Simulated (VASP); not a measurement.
# BaZrO3 (Pm-3m) in VASP: a series of runs

Aim: see how the results for BaZrO3 move with the level of theory and the settings. Levels: PBEsol, PBEsol+U. Tasks: relaxation of cell and atoms.

Everything below comes from runs of VASP 6.6.1. Logs are shortened: lines on timing, memory, paths and dates and some standing lists are left out, and cuts for length are marked.

### 1 The cell of the first run

The structure is cubic, space group Pm-3m (No. 221). Conventional cell: a = 4.191 Å, b = 4.191 Å, c = 4.191 Å, α = 90.00°, β = 90.00°, γ = 90.00°. Ba (site symmetry m-3m) has 12 O at 2.96 Å and 8 Zr at 3.63 Å within 3.9 Å. Within 2.8 Å of Zr (site symmetry m-3m) lie 6 O at 2.10 Å. Within 2.8 Å of O (site symmetry 4/mmm) lie 2 Zr at 2.10 Å.

### 2 Relaxation of cell and atoms, PBEsol, target pressure 30 GPa, at which the enthalpy is minimised

File INCAR:

```
SYSTEM = BaZrO3
PREC = Accurate
ENCUT = 600
EDIFF = 1E-6
ISMEAR = -1
SIGMA = 0.05
LREAL = .FALSE.
LASPH = .TRUE.
NELM = 80
ALGO = Normal
ISIF = 3
LWAVE = .FALSE.
LCHARG = .FALSE.
GGA = PS
IBRION = 2
NSW = 60
EDIFFG = -0.01
PSTRESS = 300.0
```

File KPOINTS:

```
Automatic mesh
0
G
  6 6 6
  0 0 0
```

File POSCAR:

```
BaZrO3
1.0
    4.1913400000      0.0000000000      0.0000000000
    0.0000000000      4.1913400000      0.0000000000
    0.0000000000      0.0000000000      4.1913400000
Ba Zr O
1 1 3
Direct
    0.0000000000      0.0000000000      0.0000000000
    0.5000000000      0.5000000000      0.5000000000
    0.5000000000      0.5000000000      0.0000000000
    0.5000000000      0.0000000000      0.5000000000
    0.0000000000      0.5000000000      0.5000000000
```

Potentials or basis: VASP PAW PBE potentials, release 64 (Ba_sv, Zr_sv, O).

On the command line:

```console
cat potpaw_PBE.64/Ba_sv/POTCAR potpaw_PBE.64/Zr_sv/POTCAR potpaw_PBE.64/O/POTCAR > POTCAR
mpirun -np 1 vasp_std > vasp.out
```

OUTCAR:

```text
SYSTEM = BaZrO3
   PREC = Accurate
   ENCUT = 600
   EDIFF = 1E-6
   ISMEAR = -1
   LREAL = .FALSE.
   LASPH = .TRUE.
   NELM = 80
   ISIF = 3
   GGA = PS
   IBRION = 2
   NSW = 60
   EDIFFG = -0.01
   PSTRESS = 300.0

 ion  position               nearest neighbor table
   1  0.000  0.000  0.000-   3 2.96   4 2.96   5 2.96   4 2.96   5 2.96   3 2.96   5 2.96   5 2.96
                             3 2.96   4 2.96   4 2.96   3 2.96   2 3.63   2 3.63   2 3.63   2 3.63
   2  0.500  0.500  0.500-   3 2.10   4 2.10   5 2.10   3 2.10   4 2.10   5 2.10   1 3.63   1 3.63
                             1 3.63   1 3.63   1 3.63   1 3.63   1 3.63   1 3.63
   3  0.500  0.500  0.000-   2 2.10   2 2.10   1 2.96   1 2.96   1 2.96   1 2.96
   4  0.500  0.000  0.500-   2 2.10   2 2.10   1 2.96   1 2.96   1 2.96   1 2.96
   5  0.000  0.500  0.500-   2 2.10   2 2.10   1 2.96   1 2.96   1 2.96   1 2.96

  LATTYP: Found a simple cubic cell.
 ALAT       =     4.1913400000

  Lattice vectors:

 A1 = (   4.1913400000,   0.0000000000,   0.0000000000)
 A2 = (   0.0000000000,   4.1913400000,   0.0000000000)
 A3 = (   0.0000000000,   0.0000000000,   4.1913400000)

Analysis of symmetry for initial positions (statically):
=====================================================================
 Subroutine PRICEL returns:
 Original cell was already a primitive cell.

 Routine SETGRP: Setting up the symmetry group for a
 simple cubic supercell.

 Subroutine GETGRP returns: Found 48 space group operations
 (whereof 48 operations were pure point group operations)
 out of a pool of 48 trial point group operations.

The static configuration has the point symmetry O_h .

Analysis of symmetry for dynamics (positions and initial velocities):
=====================================================================
 Subroutine PRICEL returns:
 Original cell was already a primitive cell.

 Routine SETGRP: Setting up the symmetry group for a
 simple cubic supercell.

 Subroutine GETGRP returns: Found 48 space group operations
 (whereof 48 operations were pure point group operations)
 out of a pool of 48 trial point group operations.

The dynamic configuration has the point symmetry O_h .

 Subroutine INISYM returns: Found 48 space group operations
 (whereof 48 operations are pure point group operations),
 and found     1 'primitive' translations

----------------------------------------------------------------------------------------

                                     Primitive cell

  volume of cell :      73.6307

  direct lattice vectors                    reciprocal lattice vectors
     4.191340000  0.000000000  0.000000000     0.238587182  0.000000000  0.000000000
     0.000000000  4.191340000  0.000000000     0.000000000  0.238587182  0.000000000
     0.000000000  0.000000000  4.191340000     0.000000000  0.000000000  0.238587182

  length of vectors
     4.191340000  4.191340000  4.191340000     0.238587182  0.238587182  0.238587182

  position of ions in fractional coordinates (direct lattice)
     0.000000000  0.000000000  0.000000000
     0.500000000  0.500000000  0.500000000
     0.500000000  0.500000000  0.000000000
     0.500000000  0.000000000  0.500000000
     0.000000000  0.500000000  0.500000000

  ion indices of the primitive-cell ions
   primitive index   ion index
                 1           1
                 2           2
                 3           3
                 4           4
                 5           5

----------------------------------------------------------------------------------------

 KPOINTS: Automatic mesh

Automatic generation of k-mesh.
 Grid dimensions read from file:
 generate k-points for:    6    6    6

 Generating k-lattice:

  Cartesian coordinates                     Fractional coordinates (reciprocal lattice)
     0.039764530  0.000000000  0.000000000     0.166666667  0.000000000  0.000000000
     0.000000000  0.039764530  0.000000000     0.000000000  0.166666667  0.000000000
     0.000000000  0.000000000  0.039764530     0.000000000  0.000000000  0.166666667

  Length of vectors
     0.039764530  0.039764530  0.039764530

  Shift w.r.t. Gamma in fractional coordinates (k-lattice)
     0.000000000  0.000000000  0.000000000

 Subroutine IBZKPT returns following result:
 ===========================================

 Found     20 irreducible k-points:

 Following reciprocal coordinates:
            Coordinates               Weight
  0.000000  0.000000  0.000000      1.000000
  0.166667  0.000000  0.000000      6.000000
  0.333333  0.000000  0.000000      6.000000
  0.500000  0.000000  0.000000      3.000000
  0.166667  0.166667  0.000000     12.000000
  0.333333  0.166667  0.000000     24.000000
[... 12 lines left out ...]
  0.500000  0.500000  0.333333      6.000000
  0.500000  0.500000  0.500000      1.000000
   k-points           NKPTS =     20   k-points in BZ     NKDIM =     20   number of bands    NBANDS=     24
   number of dos      NEDOS =    301   number of ions     NIONS =      5
   total plane-waves  NPLWV =  46656
   dimension x,y,z NGX =    36 NGY =   36 NGZ =   36
   dimension x,y,z NGXF=    72 NGYF=   72 NGZF=   72
   ions per type =               1   1   3
   NGX,Y,Z   is equivalent  to a cutoff of  14.28, 14.28, 14.28 a.u.
   NGXF,Y,Z  is equivalent  to a cutoff of  28.56, 28.56, 28.56 a.u.
 SYSTEM =  BaZrO3
   PREC   = accura    normal or accurate (medium, high low for compatibility)
   ISTART =      0    job   : 0-new  1-cont  2-samecut
   ICHARG =      2    charge: 1-file 2-atom 10-const
   ISPIN  =      1    spin polarized calculation?
   LNONCOLLINEAR =      F non collinear calculations
   LSORBIT =      F    spin-orbit coupling
   LASPH  =      T    aspherical Exc in radial PAW
   ENCUT  =  600.0 eV  44.10 Ry    6.64 a.u.   8.37  8.37  8.37*2*pi/ulx,y,z
   NELM   =     80;   NELMIN=  2; NELMDL= -5     # of ELM steps
   EDIFF  = 0.1E-05   stopping-criterion for ELM
   LREAL  =      F    real-space projection
   EDIFFG = -.1E-01   stopping-criterion for IOM
   NSW    =     60    number of steps for IOM
   IBRION =      2    ionic relax: 0-MD 1-quasi-New 2-CG
   NFREE  =      1    steps in history (QN), initial steepest desc. (CG)
   ISIF   =      3    stress and relaxation
   ISYM   =      2    0-nonsym 1-usesym 2-fastsym
   POTIM  = 0.5000    time-step for ionic-motion
   TEBEG  =    0.0;   TEEND  =   0.0 temperature during run
   PSTRESS=  300.0 pullay stress
   NELECT =      40.0000    total number of electrons
   NUPDOWN=      -1.0000    fix difference up-down
   EMIN   =  10.00;   EMAX   =-10.00  energy-range for DOS
   EFERMI =   0.00;   METHOD = LEGACY
   ISMEAR =    -1;   SIGMA  =   0.05  broadening in eV -4-tet -1-fermi 0-gaus
   EFERMI_NEDOS =   21; number of points for ismear=-14 and -15
   IALGO  =     38    algorithm
   IMIX   =      4    mixing-type and parameters
     AMIX     =   0.40;   BMIX     =  1.00
     AMIX_MAG =   1.60;   BMIX_MAG =  1.00
  volume/ion in A,a.u.               =      14.73        99.38
  Fermi-wavevector in a.u.,A,eV,Ry     =   1.335802  2.524299 24.277770  1.784366
  Thomas-Fermi vector in A             =   2.464478
   LORBIT       =      0    0 simple, 1 ext, 2 COOP (PROOUT), +10 PAW based schemes
   GGA     = PS    functional components
   LHFCALC =     F    Hartree Fock is set to
   AEXX    =    0.0000 exact exchange contribution
   IVDW    =     0    specifies the selected vdW correction
   LEPSILON=     F    determine dielectric tensor
   LRPA    =     F    only Hartree local field effects (RPA)
 conjugate gradient relaxation of ions
 non-spin polarized calculation
  energy-cutoff  :      600.00
  volume of cell :       73.63
 maximum number of plane-waves:      2517
 NGX is ok and might be reduce to    36
   NGX = 17   NGY = 17   NGZ = 17

--------------------------------------- Ionic step        1  -------------------------------------------

 number of electron      40.0000010 magnetization

 Free energy of the ion-electron system (eV)
  ---------------------------------------------------
  ext. energy  EPLUGINS =         0.00000000
  ---------------------------------------------------
  free energy    TOTEN  =       -43.62947994 eV

  energy without entropy =      -43.62947994  energy(sigma->0) =      -43.62947994

------------------------ aborting loop because EDIFF is reached ----------------------------------------

  FORCE on cell =-STRESS in cart. coord.  units (eV):
  Direction    XX          YY          ZZ          XY          YZ          ZX
  --------------------------------------------------------------------------------------
  -------------------------------------------------------------------------------------
  Total       -0.1060226     -0.1060226     -0.1060226      0.0000000      0.0000000      0.0000000
  in kB       -2.3070140     -2.3070140     -2.3070140      0.0000000      0.0000000      0.0000000
  external PRESSURE =    -302.3070140 kB  Pullay stress =     300.0000000 kB
[... 26 lines left out ...]
  enthalpy is  TOTEN    =       -29.8424934982 eV   P V=       13.7869864433

--------------------------------------- Ionic step        2  -------------------------------------------

 number of electron      40.0000009 magnetization

 E-fermi :  10.0381     XC(G=0): -13.3428

 val. band max:        8.8736521403   @ k =   0.0000   0.0000   0.0000
 cond. band min:      11.0394713626   @ k =   0.0000   0.0000   0.0000
 fundamental gap:      2.1658192223
 Fermi energy:        10.0381284986

 k-point     1 :       0.0000    0.0000    0.0000
  band No.  band energies     occupation
      1     -37.1083      2.00000
      2     -17.2268      2.00000
      3     -16.3086      2.00000
      4     -16.3086      2.00000
      5     -16.3086      2.00000
      6      -9.9939      2.00000
[... 649 lines left out ...]
  enthalpy is  TOTEN    =       -30.8402146921 eV   P V=       12.0614969352

--------------------------------------- Ionic step        5  -------------------------------------------

 number of electron      40.0000002 magnetization

 Free energy of the ion-electron system (eV)
  ---------------------------------------------------
  ext. energy  EPLUGINS =         0.00000000
  ---------------------------------------------------
  free energy    TOTEN  =       -42.85407383 eV

  energy without entropy =      -42.85407383  energy(sigma->0) =      -42.85407383

 E-fermi :   5.8944     XC(G=0): -11.7333

 val. band max:        4.6971713551   @ k =   0.0000   0.0000   0.0000
 cond. band min:       8.0401254890   @ k =   0.0000   0.0000   0.0000
 fundamental gap:      3.3429541339
 Fermi energy:         5.8943820633

 k-point     1 :       0.0000    0.0000    0.0000
  band No.  band energies     occupation
      1     -41.3485      2.00000
      2     -20.1968      2.00000
      3     -19.7898      2.00000
      4     -19.7898      2.00000
      5     -19.7898      2.00000
      6     -11.7965      2.00000
[... 561 lines left out ...]
  FREE ENERGIE OF THE ION-ELECTRON SYSTEM (eV)
  ---------------------------------------------------
  free  energy   TOTEN  =       -42.8540738257 eV

  energy  without entropy=      -42.8540738257  energy(sigma->0) =      -42.85407383

  enthalpy is  TOTEN    =       -30.8411175041 eV   P V=       12.0129563216

 reached required accuracy - stopping structural energy minimisation
```

It took 3.7 min on 1 thread of Intel Xeon 8259CL, shared host; peak memory 0.25 GiB.

Results:

```yaml
Free_energy: -42.8541 eV
Relaxed_volume: 12.83 Å³/atom
Relaxed_cell: a = 4.003 Å, b = 4.003 Å, c = 4.003 Å, α = 90.00°, β = 90.00°, γ = 90.00°
Space_group_after_relaxing_to_0.1_Å: Pm-3m (No. 221)
Energy_change_on_relaxing_the_run_minimises_the_enthalpy: +155.1 meV/atom
Ionic_steps: 5
Pressure_after_relaxing: 30.0 GPa
Band_gap_on_the_k_mesh: 3.34 eV
```

Step by step:
| step | energy change (eV) | largest force (eV/Å) | pressure (GPa) | volume (Å³) |
| --- | --- | --- | --- | --- |
| 1 | 0.0000 | 0.0000 | -0.23 | 73.63 |
| 2 | 9.8432 | 0.0000 | 180.18 | 47.81 |
| 3 | 0.6166 | 0.0000 | 26.10 | 65.06 |
| 4 | 0.7278 | 0.0000 | 28.86 | 64.42 |
| 5 | 0.7754 | 0.0000 | 30.02 | 64.16 |

Final structure:
```
CELL_PARAMETERS angstrom
4.00325 0.00000 0.00000
0.00000 4.00325 0.00000
0.00000 0.00000 4.00325
ATOMIC_POSITIONS crystal
Ba 0.00000 0.00000 0.00000
Zr 0.50000 0.50000 0.50000
O 0.50000 0.50000 0.00000
O 0.50000 0.00000 0.50000
O 0.00000 0.50000 0.50000
```

Levels at points of the mesh, in eV from the valence-band top:
```csv
k point,band 17,band 18,band 19,band 20,band 21,band 22,band 23,band 24
"(0.00, 0.00, 0.00)",-1.19,0.00,0.00,0.00,3.34,3.34,3.34,4.67
"(0.50, 0.00, 0.00)",-1.96,-1.96,-0.15,-0.15,3.94,6.60,6.60,6.87
"(0.50, 0.50, 0.00)",-0.90,-0.90,-0.36,-0.11,6.55,6.55,7.13,7.28
"(0.50, 0.50, 0.50)",-2.57,-0.01,-0.01,-0.01,6.44,6.44,6.44,8.23
```

Caveat: the cell is relaxed towards a set pressure, so the run minimises the enthalpy, not the energy; the PAW data sets were made with another functional, which shifts forces and pressure a little; spin-orbit coupling is left out, which moves the levels of the heavy elements.

### 3 Relaxation of cell and atoms, PBEsol+U

File INCAR:

```
ALGO = Normal
EDIFF = 1E-7
EDIFFG = -0.01
ENCUT = 600
GGA = PS
IBRION = 2
ISIF = 3
ISMEAR = -1
LASPH = T
LCHARG = F
LDAU = T
LDAUJ = 0 0 0
LDAUL = -1 2 -1
LDAUPRINT = 1
LDAUTYPE = 2
LDAUU = 0 1 0
LMAXMIX = 4
LREAL = F
LWAVE = F
NELM = 150
NSW = 60
PREC = Accurate
SIGMA = 0.05
```

File KPOINTS:

```
k-points
0
Gamma
  6 6 6
```

POSCAR is that of step 2.

Potentials or basis: VASP PAW PBE potentials, release 64 (Ba_sv, Zr_sv, O).

On the command line:

```console
cat potpaw_PBE.64/Ba_sv/POTCAR potpaw_PBE.64/Zr_sv/POTCAR potpaw_PBE.64/O/POTCAR > POTCAR
mpirun -np 1 vasp_std > vasp.out
```

Run time: 2.4 min. Hardware: 1 thread of Intel Xeon 8259CL, shared host; peak memory 0.25 GiB.

The run converged. Its results:

```
Free energy                           : -43.0258 eV
Relaxed volume                        : 14.80 Å³/atom
Relaxed cell                          : a = 4.198 Å, b = 4.198 Å, c = 4.198 Å, α = 90.00°, β = 90.00°, γ = 90.00°
Space group after relaxing (to 0.1 Å) : Pm-3m (No. 221)
Energy gained by relaxing             : 0.2 meV/atom
Ionic steps                           : 3
Pressure after relaxing               : 0.0 GPa
Band gap on the k mesh                : 3.24 eV (least direct gap 3.48 eV)
```

The path:
```csv
step,energy change (eV),largest force (eV/Å),pressure (GPa),volume (Å³)
1,0.0000,0.0000,0.78,73.63
2,0.0003,0.0000,-0.89,74.40
3,-0.0009,0.0000,0.00,73.98
```

Final structure:
```yaml
crystal:
  lattice:
    - [4.19805, 0.00000, 0.00000]
    - [0.00000, 4.19805, 0.00000]
    - [0.00000, 0.00000, 4.19805]
  atoms:
    - { symbol: Ba, position: [0.00000, 0.00000, 0.00000] }
    - { symbol: Zr, position: [0.50000, 0.50000, 0.50000] }
    - { symbol: O, position: [0.50000, 0.50000, 0.00000] }
    - { symbol: O, position: [0.50000, 0.00000, 0.50000] }
    - { symbol: O, position: [0.00000, 0.50000, 0.50000] }
```

Levels at points of the mesh, in eV from the valence-band top:
| k point | band 17 | band 18 | band 19 | band 20 | band 21 | band 22 | band 23 | band 24 |
| --- | --- | --- | --- | --- | --- | --- | --- | --- |
| (0.00, 0.00, 0.00) | -1.00 | -0.24 | -0.24 | -0.24 | 3.24 | 3.24 | 3.24 | 4.53 |
| (0.50, 0.00, 0.00) | -1.73 | -1.71 | -0.48 | -0.48 | 3.72 | 5.81 | 5.81 | 6.34 |
| (0.50, 0.50, 0.00) | -0.94 | -0.94 | -0.84 | -0.08 | 5.76 | 5.76 | 6.42 | 6.50 |
| (0.50, 0.50, 0.50) | -2.53 | 0.00 | 0.00 | 0.00 | 5.87 | 5.87 | 5.87 | 7.12 |

Eigenvalues of the final occupation matrices:
| site | spin | trace | eigenvalues |
| --- | --- | --- | --- |
| site 2 d | 1 | 0.71 | 0.09 0.09 0.09 0.22 0.22 |
| site 2 d | 2 | 0.71 | 0.09 0.09 0.09 0.22 0.22 |

Caveat: the PAW data sets were made with another functional, which shifts forces and pressure a little; spin-orbit coupling is left out, which moves the levels of the heavy elements. A k mesh can miss the band edges.
